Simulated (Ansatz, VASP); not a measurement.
**One calculation of SnP4, two programs**

```
Sn P
1.0
     5.04819    0.00000    0.00000
     0.00000    5.04819    0.00000
     0.00000    0.00000    5.04819
Sn P
1 4
Direct
  0.50000 0.50000 0.50000
  0.15749 0.15749 0.15749
  0.84251 0.84251 0.15749
  0.84251 0.15749 0.84251
  0.15749 0.84251 0.84251
```

Alike in both runs: task relaxation of cell and atoms; functional PBE; k mesh 8 × 8 × 8; occupations gaussian, width 0.1 eV; no spin polarisation.

|  | VASP | Ansatz |
| --- | --- | --- |
| version | VASP 6.6.1 | Ansatz 0.2.0 |
| potentials or method | VASP PAW PBE potentials, release 64 (Sn_d, P), cutoff 600 eV | scalar-relativistic, plane waves, PAW |
| valence electrons in the cell | 34 | 34 |

VASP gave:

| Property | Result |
| --- | --- |
| gap on the k mesh at the Fermi level, each at its own relaxed structure (eV) | none |
| relaxed volume (Å³/atom) | 26.43 |
| relaxed length of the cell vector where the two differ most in proportion (Å) | 5.094 |

Which values does Ansatz return?

gap on the k mesh at the Fermi level, each at its own relaxed structure (eV): none; relaxed volume (Å³/atom): 26.36; relaxed length of the cell vector where the two differ most in proportion (Å): 5.089.

A gap of «none» marks a metal or a gap that the smearing closes.
